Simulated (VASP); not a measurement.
# MoS (Fm-3m) in VASP: notebook

MoS is run at these levels: PBEsol+U, PBEsol; tasks: single point, relaxation of cell and atoms.

Everything below comes from runs of VASP 6.6.1. Logs are shortened: lines on timing, memory, paths and dates and some standing lists are left out, and cuts for length are marked.

### 1 The cell of the first run

It takes space group Fm-3m (No. 225, cubic). The conventional cell has a = 4.896 Å, b = 4.896 Å, c = 4.896 Å, α = 90.00°, β = 90.00°, γ = 90.00°. Mo (site symmetry m-3m) has 6 S at 2.45 Å within 3.2 Å. S (site symmetry m-3m) has 6 Mo at 2.45 Å within 3.2 Å.

### 2 Single point, PBEsol+U

Input file INCAR:

```
PREC = Accurate
ENCUT = 520
EDIFF = 1E-7
ISMEAR = 0
SIGMA = 0.05
LREAL = False
LASPH = True
NELM = 150
ALGO = Normal
ISIF = 2
LWAVE = False
LCHARG = False
LMAXMIX = 4
LDAU = True
LDAUTYPE = 2
LDAUL = 2 -1
LDAUU = 4 0
LDAUJ = 0 0
LDAUPRINT = 1
GGA = PS
NBANDS = 17
```

Input file KPOINTS:

```
Automatic mesh
0
Gamma
  14 14 14
```

Input file POSCAR:

```
MoS
1.0
    0.0000000000      2.4478204267      2.4478204267
    2.4478204267      0.0000000000      2.4478204267
    2.4478204267      2.4478204267      0.0000000000
Mo S
1 1
Direct
    0.0000000000      0.0000000000      0.0000000000
    0.5000000000      0.5000000000      0.5000000000
```

Potentials or basis: VASP PAW PBE potentials, release 64 (Mo_sv, S).

Launch:

```sh
$ cat potpaw_PBE.64/Mo_sv/POTCAR potpaw_PBE.64/S/POTCAR > POTCAR
$ mpirun -np 1 vasp_std > vasp.out
```

OUTCAR:

```text
PREC = Accurate
   ENCUT = 520
   EDIFF = 1E-7
   ISMEAR = 0
   LREAL = False
   LASPH = True
   NELM = 150
   ISIF = 2
   GGA = PS

 ion  position               nearest neighbor table
   1  0.000  0.000  0.000-   2 2.45   2 2.45   2 2.45   2 2.45   2 2.45   2 2.45
   2  0.500  0.500  0.500-   1 2.45   1 2.45   1 2.45   1 2.45   1 2.45   1 2.45

  LATTYP: Found a face centered cubic cell.
 ALAT       =     4.8956408534

  Lattice vectors:

 A1 = (   0.0000000000,   2.4478204267,   2.4478204267)
 A2 = (   2.4478204267,   0.0000000000,   2.4478204267)
 A3 = (   2.4478204267,   2.4478204267,   0.0000000000)

Analysis of symmetry for initial positions (statically):
=====================================================================
 Subroutine PRICEL returns:
 Original cell was already a primitive cell.

 Routine SETGRP: Setting up the symmetry group for a
 face centered cubic supercell.

 Subroutine GETGRP returns: Found 48 space group operations
 (whereof 48 operations were pure point group operations)
 out of a pool of 48 trial point group operations.

The static configuration has the point symmetry O_h .

Analysis of symmetry for dynamics (positions and initial velocities):
=====================================================================
 Subroutine PRICEL returns:
 Original cell was already a primitive cell.

 Routine SETGRP: Setting up the symmetry group for a
 face centered cubic supercell.

 Subroutine GETGRP returns: Found 48 space group operations
 (whereof 48 operations were pure point group operations)
 out of a pool of 48 trial point group operations.

The dynamic configuration has the point symmetry O_h .

 Subroutine INISYM returns: Found 48 space group operations
 (whereof 48 operations are pure point group operations),
 and found     1 'primitive' translations

----------------------------------------------------------------------------------------

                                     Primitive cell

  volume of cell :      29.3338

  direct lattice vectors                    reciprocal lattice vectors
[... 139 lines left out ...]
 -0.0000  0.0000 -0.0000  0.4520 -0.0000
  0.0000  0.0000 -0.0000 -0.0000  0.3486

spin component  2

  0.4520  0.0000  0.0000 -0.0000  0.0000
  0.0000  0.4520 -0.0000  0.0000  0.0000
  0.0000 -0.0000  0.3486 -0.0000 -0.0000
 -0.0000  0.0000 -0.0000  0.4520 -0.0000
  0.0000  0.0000 -0.0000 -0.0000  0.3486

 occupancies and eigenvectors

  o =  0.3486  v =  0.0000  0.0000  0.2312 -0.0000  0.9729  0.0000  0.0000  0.0000  0.0000  0.0000      0.0000  0.0000  0.0000  0.0000  0.0000  0.0000  0.0000  0.0000  0.0000  0.0000
  o =  0.3486  v =  0.0000  0.0000  0.9729 -0.0000 -0.2312  0.0000  0.0000  0.0000  0.0000  0.0000      0.0000  0.0000  0.0000  0.0000  0.0000  0.0000  0.0000  0.0000  0.0000  0.0000
  o =  0.3486  v =  0.0000  0.0000  0.0000  0.0000  0.0000  0.0000  0.0000  0.2312 -0.0000  0.9729      0.0000  0.0000  0.0000  0.0000  0.0000  0.0000  0.0000  0.0000  0.0000  0.0000
  o =  0.3486  v =  0.0000  0.0000  0.0000  0.0000  0.0000  0.0000  0.0000  0.9729 -0.0000 -0.2312      0.0000  0.0000  0.0000  0.0000  0.0000  0.0000  0.0000  0.0000  0.0000  0.0000
  o =  0.4520  v =  0.0000  0.9671 -0.0000 -0.2542  0.0000  0.0000  0.0000  0.0000  0.0000  0.0000      0.0000  0.0000  0.0000  0.0000  0.0000  0.0000  0.0000  0.0000  0.0000  0.0000
  o =  0.4520  v =  0.0000  0.0000  0.0000  0.0000  0.0000  0.0000  0.9671 -0.0000 -0.2542  0.0000      0.0000  0.0000  0.0000  0.0000  0.0000  0.0000  0.0000  0.0000  0.0000  0.0000
  o =  0.4520  v =  0.0000  0.0000  0.0000  0.0000  0.0000  0.0000  0.2542  0.0000  0.9671 -0.0000      0.0000  0.0000  0.0000  0.0000  0.0000  0.0000  0.0000  0.0000  0.0000  0.0000
  o =  0.4520  v =  0.0000  0.2542  0.0000  0.9671 -0.0000  0.0000  0.0000  0.0000  0.0000  0.0000      0.0000  0.0000  0.0000  0.0000  0.0000  0.0000  0.0000  0.0000  0.0000  0.0000
  o =  0.4520  v =  0.0000  0.0000  0.0000  0.0000  0.0000  1.0000  0.0000  0.0000  0.0000  0.0000      0.0000  0.0000  0.0000  0.0000  0.0000  0.0000  0.0000  0.0000  0.0000  0.0000
  o =  0.4520  v =  1.0000  0.0000  0.0000  0.0000  0.0000  0.0000  0.0000  0.0000  0.0000  0.0000      0.0000  0.0000  0.0000  0.0000  0.0000  0.0000  0.0000  0.0000  0.0000  0.0000

 number of electron      19.9999999 magnetization

 Free energy of the ion-electron system (eV)
  ---------------------------------------------------
  ext. energy  EPLUGINS =         0.00000000
  ---------------------------------------------------
  free energy    TOTEN  =       -11.13932867 eV

  energy without entropy =      -11.13648938  energy(sigma->0) =      -11.13790903

 E-fermi :  12.1692     XC(G=0): -12.6505

 val. band max:       12.1619131352   @ k =   0.4286   0.2143   0.0000
 cond. band min:      12.1693848964   @ k =   0.5000   0.0714   0.0000
 fundamental gap:      0.0074717613
 Fermi energy:        12.1692037172

 k-point     1 :       0.0000    0.0000    0.0000
  band No.  band energies     occupation
      1     -49.5376      2.00000
      2     -23.6288      2.00000
      3     -23.6288      2.00000
      4     -23.6288      2.00000
      5      -4.4949      2.00000
      6       9.0968      2.00000
[... 457 lines left out ...]
      4     -23.6553      2.00000
      5      -3.5292      2.00000
      6       5.1657      2.00000
[... 9 lines left out ...]
     16      21.5890      0.00000
     17      21.7119      0.00000

 [... further k-points ...]

------------------------ aborting loop because EDIFF is reached ----------------------------------------

  FORCE on cell =-STRESS in cart. coord.  units (eV):
  Direction    XX          YY          ZZ          XY          YZ          ZX
  --------------------------------------------------------------------------------------
  -------------------------------------------------------------------------------------
  Total        0.8173458      0.8173458      0.8173458      0.0000000      0.0000000      0.0000000
  in kB       44.6424234     44.6424234     44.6424234      0.0000000      0.0000000      0.0000000
  external PRESSURE =      44.6424234 kB  Pullay stress =       0.0000000 kB

 VOLUME and BASIS-vectors are now :
 -----------------------------------------------------------------------------
  energy-cutoff  :      520.00
  volume of cell :       29.33
      direct lattice vectors                 reciprocal lattice vectors
     0.000000000  2.447820427  2.447820427    -0.204263350  0.204263350  0.204263350
     2.447820427  0.000000000  2.447820427     0.204263350 -0.204263350  0.204263350
     2.447820427  2.447820427  0.000000000     0.204263350  0.204263350 -0.204263350

 POSITION                                       TOTAL-FORCE (eV/Angst)
 -----------------------------------------------------------------------------------
      0.00000      0.00000      0.00000        -0.000000     -0.000000     -0.000000
      2.44782      2.44782      2.44782         0.000000      0.000000      0.000000
 -----------------------------------------------------------------------------------
    total drift:                               -0.000000      0.000000      0.000000

  FREE ENERGIE OF THE ION-ELECTRON SYSTEM (eV)
  ---------------------------------------------------
  free  energy   TOTEN  =       -11.1393286742 eV

  energy  without entropy=      -11.1364893813  energy(sigma->0) =      -11.13790903
```

stdout:

```text
POSCAR found type information on POSCAR MoS
 POSCAR found :  2 types and       2 ions
 scaLAPACK will be used
 -----------------------------------------------------------------------------
|                                                                             |
|                                                                             |
|     You enforced a specific xc type in the INCAR file but a different       |
|     I HOPE YOU KNOW WHAT YOU ARE DOING!                                     |
|                                                                             |
 -----------------------------------------------------------------------------

 LDA part: xc-table for (Slater+PW92), standard interpolation
 POSCAR, INCAR and KPOINTS ok, starting setup
 FFT: planning ... GRIDC
 FFT: planning ... GRID_SOFT
 FFT: planning ... GRID
 WAVECAR not read
 entering main loop
```

It took 95 s on 1 thread of Intel Xeon 8259CL, shared host; peak memory 0.19 GiB.

Results:

```
Free energy            : -11.1393 eV
Pressure               : 4.5 GPa
Band gap on the k mesh : zero (bands 10 and 11 overlap by 3.01 eV)
```

Eigenvalues of the final occupation matrices:
| site | spin | trace | eigenvalues |
| --- | --- | --- | --- |
| site 1 d | 1 | 2.05 | 0.35 0.35 0.45 0.45 0.45 |
| site 1 d | 2 | 2.05 | 0.35 0.35 0.45 0.45 0.45 |

Caveat: the cell stands under pressure; the PAW data sets were made with another functional, which shifts forces and pressure a little; U without spin polarisation on a metal has little footing.

### 3 Relaxation of cell and atoms, PBEsol

Input file INCAR:

```
PREC     = Accurate       # precision mode
ENCUT    = 600            # plane-wave cutoff, eV
EDIFF    = 1E-6           # SCF threshold, eV
ISMEAR   = 0              # smearing method
SIGMA    = 0.1            # smearing width, eV
LREAL    = False          # projectors in reciprocal space
LASPH    = True           # aspherical terms in the spheres
NELM     = 80             # most SCF steps
ALGO     = Normal         # electronic algorithm
ISIF     = 3              # what is computed and relaxed
LWAVE    = False          # write WAVECAR
LCHARG   = False          # write CHGCAR
GGA      = PS             # functional
IBRION   = 2              # ionic algorithm
NSW      = 100            # ionic steps
EDIFFG   = -0.01          # ionic threshold
```

KPOINTS is that of step 2.

Input file POSCAR:

```
MoS
1.0
    0.0000000000      2.4482445726      2.4482445726
    2.4482445726      0.0000000000      2.4482445726
    2.4482445726      2.4482445726      0.0000000000
Mo S
1 1
Direct
    0.0000000000      0.0000000000      0.0000000000
    0.5000000000      0.5000000000      0.5000000000
```

Potentials or basis: VASP PAW PBE potentials, release 64 (Mo_sv, S).

Launch:

```sh
$ cat potpaw_PBE.64/Mo_sv/POTCAR potpaw_PBE.64/S/POTCAR > POTCAR
$ mpirun -np 1 vasp_std > vasp.out
```

It took 1.9 min on 1 thread of Intel Xeon 8259CL, shared host; peak memory 0.2 GiB.

Results (log left out):

```
Free energy                           : -15.9712 eV
Relaxed volume                        : 14.69 Å³/atom
Relaxed cell                          : a = 3.464 Å, b = 3.464 Å, c = 3.464 Å, α = 60.00°, β = 60.00°, γ = 60.00°
Space group after relaxing (to 0.1 Å) : Fm-3m (No. 225)
Energy gained by relaxing             : 0.0 meV/atom
Ionic steps                           : 3
Pressure after relaxing               : 0.0 GPa
Band gap on the k mesh                : zero (bands 10 and 11 overlap by 2.99 eV)
```

Final structure:
```
Mo S
1.0
     0.00000    2.44907    2.44907
     2.44907    0.00000    2.44907
     2.44907    2.44907    0.00000
Mo S
1 1
Direct
  0.00000 0.00000 0.00000
  0.50000 0.50000 0.50000
```

Levels at points of the mesh, in eV from the Fermi level:
```
           k point  band 7  band 8  band 9  band 10  band 11  band 12  band 13  band 14
(0.00, 0.00, 0.00)   -2.98   -2.98   -2.56    -2.56    -2.56    -2.11    -2.11     3.73
(0.50, 0.00, 0.00)   -6.57   -6.57    0.03     0.03     0.83     2.46     5.32     5.32
(0.50, 0.50, 0.00)   -4.57   -4.38   -4.38    -1.01     0.79     0.79     1.92     3.54
```

Caveat: the PAW data sets were made with another functional, which shifts forces and pressure a little.

### 4 Single point, PBEsol, collinear spin

Input file INCAR:

```
SYSTEM = MoS
ALGO = Normal
EDIFF = 1E-6
ENCUT = 520
GGA = PS
ISIF = 2
ISMEAR = 0
ISPIN = 2
LASPH = .TRUE.
LCHARG = .TRUE.
LELF = .TRUE.
LMAXMIX = 4
LORBIT = 11
LREAL = .FALSE.
LVHAR = .TRUE.
LWAVE = .FALSE.
MAGMOM = 3.5 0
NBANDS = 21
NELM = 150
PREC = Accurate
SIGMA = 0.1
```

Input file KPOINTS:

```
k-points
0
G
  14 14 14
  0 0 0
```

Input file POSCAR:

```
MoS
1.0
    0.0000000000      2.4478204267      2.4478204267
    2.4478204267      0.0000000000      2.4478204267
    2.4478204267      2.4478204267      0.0000000000
Mo S
1 1
Direct
    0.0000000000      0.0000000000      0.0000000000
    0.5000000000      0.5000000000      0.5000000000
```

Potentials or basis: VASP PAW PBE potentials, release 64 (Mo_sv, S).

Launch:

```sh
$ cat potpaw_PBE.64/Mo_sv/POTCAR potpaw_PBE.64/S/POTCAR > POTCAR
$ mpirun -np 1 vasp_std > vasp.out
```

OUTCAR:

```text
SYSTEM = MoS
   EDIFF = 1E-6
   ENCUT = 520
   GGA = PS
   ISIF = 2
   ISMEAR = 0
   ISPIN = 2
   LASPH = .TRUE.
   LORBIT = 11
   LREAL = .FALSE.
   NELM = 150
   PREC = Accurate

 ion  position               nearest neighbor table
   1  0.000  0.000  0.000-   2 2.45   2 2.45   2 2.45   2 2.45   2 2.45   2 2.45
   2  0.500  0.500  0.500-   1 2.45   1 2.45   1 2.45   1 2.45   1 2.45   1 2.45

  LATTYP: Found a face centered cubic cell.
 ALAT       =     4.8956408534

  Lattice vectors:

 A1 = (   0.0000000000,   2.4478204267,   2.4478204267)
 A2 = (   2.4478204267,   0.0000000000,   2.4478204267)
 A3 = (   2.4478204267,   2.4478204267,   0.0000000000)
[... 1366 lines left out ...]

 VOLUME and BASIS-vectors are now :
 -----------------------------------------------------------------------------
  energy-cutoff  :      520.00
  volume of cell :       29.33
      direct lattice vectors                 reciprocal lattice vectors
     0.000000000  2.447820427  2.447820427    -0.204263350  0.204263350  0.204263350
     2.447820427  0.000000000  2.447820427     0.204263350 -0.204263350  0.204263350
     2.447820427  2.447820427  0.000000000     0.204263350  0.204263350 -0.204263350

 POSITION                                       TOTAL-FORCE (eV/Angst)
 -----------------------------------------------------------------------------------
      0.00000      0.00000      0.00000        -0.000000     -0.000000      0.000000
      2.44782      2.44782      2.44782         0.000000      0.000000     -0.000000
 -----------------------------------------------------------------------------------
    total drift:                               -0.000000      0.000000      0.000000

  FREE ENERGIE OF THE ION-ELECTRON SYSTEM (eV)
  ---------------------------------------------------
  free  energy   TOTEN  =       -15.9704723197 eV

  energy  without entropy=      -15.9576989542  energy(sigma->0) =      -15.96408564

 total charge

# of ion       s       p       d       tot
------------------------------------------
    1        2.226   6.131   4.122  12.479
    2        1.304   2.401   0.000   3.705
--------------------------------------------------
tot          3.529   8.532   4.122  16.184

 magnetization (x)

# of ion       s       p       d       tot
------------------------------------------
    1        0.000   0.000   0.001   0.001
    2       -0.000  -0.000   0.000  -0.000
--------------------------------------------------
tot          0.000  -0.000   0.001   0.001
```

stdout:

```text
POSCAR found type information on POSCAR MoS
 POSCAR found :  2 types and       2 ions
 scaLAPACK will be used
 -----------------------------------------------------------------------------
|                                                                             |
|                                                                             |
|     You enforced a specific xc type in the INCAR file but a different       |
|     I HOPE YOU KNOW WHAT YOU ARE DOING!                                     |
|                                                                             |
 -----------------------------------------------------------------------------

 LDA part: xc-table for (Slater+PW92), standard interpolation
 POSCAR, INCAR and KPOINTS ok, starting setup
 FFT: planning ... GRIDC
 FFT: planning ... GRID_SOFT
 FFT: planning ... GRID
 WAVECAR not read
 entering main loop
```

Run time: 4.1 min. Hardware: 1 thread of Intel Xeon 8259CL, shared host; peak memory 0.24 GiB.

Results:

- Free energy: -15.9705 eV
- Pressure: 0.3 GPa
- Band gap on the k mesh: zero (filled and empty bands overlap)
- Net moment: 0.00 μB per cell
- Valence electrons inside the program's atomic spheres: Mo 12.48; S 3.71

Caveat: the PAW data sets were made with another functional, which shifts forces and pressure a little.

### 5 Overview

| task | level | spin | U | cell | cutoff (eV) | smearing | gap on the mesh (eV) | pressure (GPa) |
| --- | --- | --- | --- | --- | --- | --- | --- | --- |
| single point | PBEsol+U | off | Mo d U = 4.0 eV | as given | 520 | gaussian 0.05 eV | none | 4.5 |
| relaxation of cell and atoms | PBEsol | off | - | relaxed | 600 | gaussian 0.1 eV | none | 0.0 |
| single point | PBEsol | collinear | - | as given | 520 | gaussian 0.1 eV | none | 0.3 |

Alike in all rows: potentials or basis VASP PAW PBE potentials, release 64 (Mo_sv, S); k mesh 14 × 14 × 14.

Caveats: the PAW data sets were made with another functional, which shifts forces and pressure a little; the cell stands under pressure (at least some runs); U without spin polarisation on a metal has little footing (at least some runs).

Total energies depend on the potentials used, so only differences within one code and one set of settings carry meaning.
